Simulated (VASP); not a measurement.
MgRh, 2 atoms in the cell. It takes space group Pm-3m (No. 221, cubic). The conventional cell has a = 3.054 Å, b = 3.054 Å, c = 3.054 Å, α = 90.00°, β = 90.00°, γ = 90.00°. Within 3.5 Å of Mg (site symmetry m-3m) lie 8 Rh at 2.64 Å and 6 Mg at 3.05 Å. Rh (site symmetry m-3m) has 8 Mg at 2.64 Å and 6 Rh at 3.05 Å within 3.5 Å. 

- Program: VASP 6.6.1
- Task: single point
- Functional: PBEsol
- Potentials or basis: VASP PAW PBE potentials, release 64 (Mg, Rh_pv)
- Cutoff: 520 eV
- k mesh: 16 × 16 × 16
- Occupations: fermi-dirac, width 0.1 eV
- Spin: no spin polarisation
- Dipole correction: no
- Further INCAR settings: ALGO = Normal; EDIFF = 1e-06; NBANDS = 16

Potentials or basis: VASP PAW PBE potentials, release 64 (Mg, Rh_pv).

Command:

```bash
$ cat potpaw_PBE.64/Mg/POTCAR potpaw_PBE.64/Rh_pv/POTCAR > POTCAR
$ mpirun -np 1 vasp_std > vasp.out
```

Hardware: 1 thread of Intel(R) Xeon(R) 6975P-C (Granite Rapids) (shared host).

Task: Estimate the wall time of this run.

Result: Wall time 23 s on 1 thread of Intel(R) Xeon(R) 6975P-C (Granite Rapids), with other jobs on the host, peak memory 0.19 GiB. Counts: scf iterations 11, k points 165.
